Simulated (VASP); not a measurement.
# In (I4/mmm) in VASP: a series of runs, part 2 of 3

VASP 6.6.1.

## 3. Single point, r2SCAN

This run uses another cell than the first one, of 26.67 Å³/atom, 1.020 times its volume.

File POSCAR:

```
In
1.0
   -1.6362350157      1.6362350157      2.4900825966
    1.6362350157     -1.6362350157      2.4900825966
    1.6362350157      1.6362350157     -2.4900825966
In
1
Direct
    0.0000000000      0.0000000000      0.0000000000
```

File INCAR.step1:

```
SYSTEM = In
  PREC = Accurate
  ENCUT = 520
  ISMEAR = -1
  SIGMA = 0.05
  LREAL = .FALSE.
  LASPH = .TRUE.
  NELM = 80
  NBANDS = 12
  GGA = PE
  ALGO = Normal
  EDIFF = 1E-4
  LWAVE = .TRUE.
  LCHARG = .FALSE.
```

File INCAR.step2:

```
SYSTEM = In
  PREC = Accurate
  ENCUT = 520
  EDIFF = 1E-6
  ISMEAR = -1
  SIGMA = 0.05
  LREAL = .FALSE.
  LASPH = .TRUE.
  NELM = 80
  ALGO = Normal
  ISIF = 2
  LWAVE = .FALSE.
  LCHARG = .FALSE.
  METAGGA = R2SCAN
  LMIXTAU = .TRUE.
  NBANDS = 12
  ISTART = 1
```

File KPOINTS:

```
Automatic mesh
0
G
  11 11 11
  0 0 0
```

Potentials or basis: VASP PAW PBE potentials, release 64 (In_d).

Run with:

```bash
cat potpaw_PBE.64/In_d/POTCAR > POTCAR
cp INCAR.step1 INCAR
mpirun -np 1 vasp_std > vasp.out
cp INCAR.step2 INCAR
mpirun -np 1 vasp_std > vasp.out
```

OUTCAR:

```text
SYSTEM = In
   PREC = Accurate
   ENCUT = 520
   EDIFF = 1E-6
   ISMEAR = -1
   LREAL = .FALSE.
   LASPH = .TRUE.
   NELM = 80
   ISIF = 2
   METAGGA = R2SCAN
   ISTART = 1

 ion  position               nearest neighbor table
   1  0.000  0.000  0.000-

  LATTYP: Found a body centered tetragonal cell.
 ALAT       =     3.2724700314
 C/A-ratio  =     1.5218367610

  Lattice vectors:

 A1 = (  -1.6362350157,   1.6362350157,   2.4900825966)
 A2 = (   1.6362350157,  -1.6362350157,   2.4900825966)
 A3 = (   1.6362350157,   1.6362350157,  -2.4900825966)

Analysis of symmetry for initial positions (statically):
=====================================================================
 Subroutine PRICEL returns:
 Original cell was already a primitive cell.

 Routine SETGRP: Setting up the symmetry group for a
 body centered tetragonal supercell.

 Subroutine GETGRP returns: Found 16 space group operations
 (whereof 16 operations were pure point group operations)
 out of a pool of 16 trial point group operations.

The static configuration has the point symmetry D_4h.

Analysis of symmetry for dynamics (positions and initial velocities):
=====================================================================
 Subroutine PRICEL returns:
 Original cell was already a primitive cell.

 Routine SETGRP: Setting up the symmetry group for a
 body centered tetragonal supercell.

 Subroutine GETGRP returns: Found 16 space group operations
 (whereof 16 operations were pure point group operations)
 out of a pool of 16 trial point group operations.

The dynamic configuration has the point symmetry D_4h.

 Subroutine INISYM returns: Found 16 space group operations
 (whereof 16 operations are pure point group operations),
 and found     1 'primitive' translations

----------------------------------------------------------------------------------------

                                     Primitive cell

  volume of cell :      26.6664

  direct lattice vectors                    reciprocal lattice vectors
    -1.636235016  1.636235016  2.490082597     0.000000000  0.305579575  0.200796552
     1.636235016 -1.636235016  2.490082597     0.305579575  0.000000000  0.200796552
     1.636235016  1.636235016 -2.490082597     0.305579575  0.305579575  0.000000000

  length of vectors
     3.399270715  3.399270715  3.399270715     0.365647551  0.365647551  0.432154779

  position of ions in fractional coordinates (direct lattice)
     0.000000000  0.000000000  0.000000000

  ion indices of the primitive-cell ions
   primitive index   ion index
                 1           1

----------------------------------------------------------------------------------------

 KPOINTS: Automatic mesh

Automatic generation of k-mesh.
 Grid dimensions read from file:
 generate k-points for:   11   11   11

 Generating k-lattice:

  Cartesian coordinates                     Fractional coordinates (reciprocal lattice)
     0.000000000  0.027779961  0.018254232     0.090909091  0.000000000 -0.000000000
     0.027779961  0.000000000  0.018254232     0.000000000  0.090909091 -0.000000000
     0.027779961  0.027779961  0.000000000     0.000000000  0.000000000  0.090909091

  Length of vectors
     0.033240686  0.033240686  0.039286798

  Shift w.r.t. Gamma in fractional coordinates (k-lattice)
     0.000000000  0.000000000  0.000000000

 Subroutine IBZKPT returns following result:
 ===========================================

 Found    126 irreducible k-points:

 Following reciprocal coordinates:
            Coordinates               Weight
  0.000000  0.000000  0.000000      1.000000
  0.090909  0.000000  0.000000      8.000000
  0.181818  0.000000  0.000000      8.000000
  0.272727  0.000000  0.000000      8.000000
  0.363636  0.000000 -0.000000      8.000000
  0.454545  0.000000  0.000000      8.000000
[... 16 lines left out ...]
 -0.272727  0.181818 -0.000000     16.000000
 -0.181818  0.181818  0.000000      4.000000
 [... further k-points ...]
   k-points           NKPTS =    126   k-points in BZ     NKDIM =    126   number of bands    NBANDS=     12
   number of dos      NEDOS =    301   number of ions     NIONS =      1
   total plane-waves  NPLWV =  21952
   dimension x,y,z NGX =    28 NGY =   28 NGZ =   28
   dimension x,y,z NGXF=    56 NGYF=   56 NGZF=   56
   ions per type =               1
   NGX,Y,Z   is equivalent  to a cutoff of  13.69, 13.69, 13.69 a.u.
   NGXF,Y,Z  is equivalent  to a cutoff of  27.39, 27.39, 27.39 a.u.
 SYSTEM =  In
   PREC   = accura    normal or accurate (medium, high low for compatibility)
   ISTART =      1    job   : 0-new  1-cont  2-samecut
   ICHARG =      0    charge: 1-file 2-atom 10-const
   ISPIN  =      1    spin polarized calculation?
   LNONCOLLINEAR =      F non collinear calculations
   LSORBIT =      F    spin-orbit coupling
   LASPH  =      T    aspherical Exc in radial PAW
   ENCUT  =  520.0 eV  38.22 Ry    6.18 a.u.   6.32  6.32  6.32*2*pi/ulx,y,z
   NELM   =     80;   NELMIN=  2; NELMDL=  0     # of ELM steps
   EDIFF  = 0.1E-05   stopping-criterion for ELM
   LREAL  =      F    real-space projection
   EDIFFG = 0.1E-04   stopping-criterion for IOM
   NSW    =      0    number of steps for IOM
   IBRION =     -1    ionic relax: 0-MD 1-quasi-New 2-CG
   NFREE  =      0    steps in history (QN), initial steepest desc. (CG)
   ISIF   =      2    stress and relaxation
   ISYM   =      2    0-nonsym 1-usesym 2-fastsym
   POTIM  = 0.5000    time-step for ionic-motion
   TEBEG  =    0.0;   TEEND  =   0.0 temperature during run
   PSTRESS=    0.0 pullay stress
   NELECT =      13.0000    total number of electrons
   NUPDOWN=      -1.0000    fix difference up-down
   EMIN   =  10.00;   EMAX   =-10.00  energy-range for DOS
   EFERMI =   0.00;   METHOD = LEGACY
   ISMEAR =    -1;   SIGMA  =   0.05  broadening in eV -4-tet -1-fermi 0-gaus
   EFERMI_NEDOS =   21; number of points for ismear=-14 and -15
   IALGO  =     38    algorithm
   IMIX   =      4    mixing-type and parameters
     AMIX     =   0.40;   BMIX     =  1.00
     AMIX_MAG =   1.60;   BMIX_MAG =  1.00
  volume/ion in A,a.u.               =      26.67       179.95
  Fermi-wavevector in a.u.,A,eV,Ry     =   1.288450  2.434817 22.587079  1.660103
  Thomas-Fermi vector in A             =   2.420403
   LORBIT       =      0    0 simple, 1 ext, 2 COOP (PROOUT), +10 PAW based schemes
   METAGGA = R2SCAN    functional components
   LHFCALC =     F    Hartree Fock is set to
   AEXX    =    0.0000 exact exchange contribution
   IVDW    =     0    specifies the selected vdW correction
   LEPSILON=     F    determine dielectric tensor
   LRPA    =     F    only Hartree local field effects (RPA)
 non-spin polarized calculation
  energy-cutoff  :      520.00
  volume of cell :       26.67
 maximum number of plane-waves:       733
 NGX is ok and might be reduce to    28
   NGX = 13   NGY = 13   NGZ = 13

 number of electron      13.0000003 magnetization

 Free energy of the ion-electron system (eV)
  ---------------------------------------------------
  ext. energy  EPLUGINS =         0.00000000
  ---------------------------------------------------
  free energy    TOTEN  =       -22.57254971 eV

  energy without entropy =      -22.56920474  energy(sigma->0) =      -22.57087723

 E-fermi :   7.3046     XC(G=0): -10.9740

 val. band max:        7.2963366212   @ k =   0.3636   0.2727   0.1818
 cond. band min:       7.3444621092   @ k =  -0.4545  -0.4545   0.1818
 fundamental gap:      0.0481254880
 Fermi energy:         7.3045663951

 k-point     1 :       0.0000    0.0000    0.0000
  band No.  band energies     occupation
      1      -8.0118      2.00000
      2      -7.9053      2.00000
      3      -7.9052      2.00000
      4      -7.8274      2.00000
      5      -7.7187      2.00000
      6      -2.6309      2.00000
      7      18.2444      0.00000
      8      18.2444      0.00000
      9      18.4550      0.00000
     10      19.4213      0.00000
     11      21.5858      0.00000
     12      21.8224      0.00000
[... 331 lines left out ...]
 k-point    24 :      -0.1818    0.1818    0.0000
  band No.  band energies     occupation
      1      -7.9765      2.00000
      2      -7.8782      2.00000
      3      -7.8313      2.00000
      4      -7.8256      2.00000
      5      -7.7429      2.00000
      6      -1.5723      2.00000
      7      14.6727      0.00000
      8      15.0053      0.00000
      9      15.7593      0.00000
     10      16.9226      0.00000
     11      19.3677      0.00000
     12      24.5523      0.00000

 [... further k-points ...]
[... 5 lines left out ...]
  --------------------------------------------------------------------------------------
  -------------------------------------------------------------------------------------
  Total       -0.0728920     -0.0728920     -0.1324627      0.0000000      0.0000000      0.0000000
  in kB       -4.3795080     -4.3795080     -7.9586431      0.0000000      0.0000000      0.0000000
  external PRESSURE =      -5.5725531 kB  Pullay stress =       0.0000000 kB

 VOLUME and BASIS-vectors are now :
 -----------------------------------------------------------------------------
  energy-cutoff  :      520.00
  volume of cell :       26.67
      direct lattice vectors                 reciprocal lattice vectors
    -1.636235016  1.636235016  2.490082597     0.000000000  0.305579575  0.200796552
     1.636235016 -1.636235016  2.490082597     0.305579575  0.000000000  0.200796552
     1.636235016  1.636235016 -2.490082597     0.305579575  0.305579575  0.000000000

 POSITION                                       TOTAL-FORCE (eV/Angst)
 -----------------------------------------------------------------------------------
      0.00000      0.00000      0.00000         0.000000     -0.000000      0.000000
 -----------------------------------------------------------------------------------
    total drift:                               -0.000000     -0.000000     -0.000000

  FREE ENERGIE OF THE ION-ELECTRON SYSTEM (eV)
  ---------------------------------------------------
  free  energy   TOTEN  =       -22.5725497119 eV

  energy  without entropy=      -22.5692047443  energy(sigma->0) =      -22.57087723
```

Wall time 2.6 min (1 thread of Intel Xeon Platinum 8259CL at 2.50GHz (Skylake/Cascade Lake), shared host); peak memory 0.19 GiB.

What came out:

```yaml
Free_energy: -22.5725 eV
Pressure: -0.6 GPa
```

Levels at points of the mesh, in eV from the Fermi level:
| k point | band 4 | band 5 | band 6 | band 7 | band 8 | band 9 |
| --- | --- | --- | --- | --- | --- | --- |
| (0.00, 0.00, 0.00) | -15.13 | -15.02 | -9.94 | 10.94 | 10.94 | 11.15 |

Caveat: the PAW data sets were made with another functional, which shifts forces and pressure a little; spin-orbit coupling is left out, which moves the levels of the heavy elements.

## 4. Single point, r2SCAN

This run uses another cell than the first one, of 27.19 Å³/atom, 1.040 times its volume.

File POSCAR:

```
In
1.0
   -1.6468602161      1.6468602161      2.5062524172
    1.6468602161     -1.6468602161      2.5062524172
    1.6468602161      1.6468602161     -2.5062524172
In
1
Direct
    0.0000000000      0.0000000000      0.0000000000
```

File INCAR.step1:

```
SYSTEM = In
PREC = Accurate ; ENCUT = 520
ISMEAR = -1 ; SIGMA = 0.05
LREAL = .False. ; LASPH = .True.
NELM = 80 ; NBANDS = 12
GGA = PE ; ALGO = Normal
EDIFF = 1E-4 ; LWAVE = .True.
LCHARG = .False.
```

File INCAR.step2:

```
SYSTEM = In
PREC = Accurate ; ENCUT = 520
EDIFF = 1E-7 ; ISMEAR = -1
SIGMA = 0.05 ; LREAL = .False.
LASPH = .True. ; NELM = 80
ALGO = Normal ; ISIF = 2
LWAVE = .False. ; LCHARG = .False.
METAGGA = R2SCAN ; LMIXTAU = .True.
NBANDS = 12 ; ISTART = 1
```

File KPOINTS:

```
regular mesh
0
Gamma
  11 11 11
  0 0 0
```

Run with:

```bash
cat potpaw_PBE.64/In_d/POTCAR > POTCAR
cp INCAR.step1 INCAR
mpirun -np 1 vasp_std > vasp.out
cp INCAR.step2 INCAR
mpirun -np 1 vasp_std > vasp.out
```

It took 2.6 min on 1 thread of Intel Xeon Platinum 8259CL at 2.50GHz (Skylake/Cascade Lake), shared host; peak memory 0.19 GiB.

It converged, with:

- Free energy: -22.5698 eV
- Pressure: -1.3 GPa

Stress tensor (GPa, compression positive):
```
-1.18  0.00  0.00
 0.00 -1.18  0.00
 0.00  0.00 -1.45
```

Levels at points of the mesh, in eV from the Fermi level:
```tsv
k point	band 4	band 5	band 6	band 7	band 8	band 9
(0.00, 0.00, 0.00)	-15.11	-15.01	-9.79	10.76	10.76	10.96
```

Caveat: the PAW data sets were made with another functional, which shifts forces and pressure a little; spin-orbit coupling is left out, which moves the levels of the heavy elements.

(Part 2 of 3 ends here.)
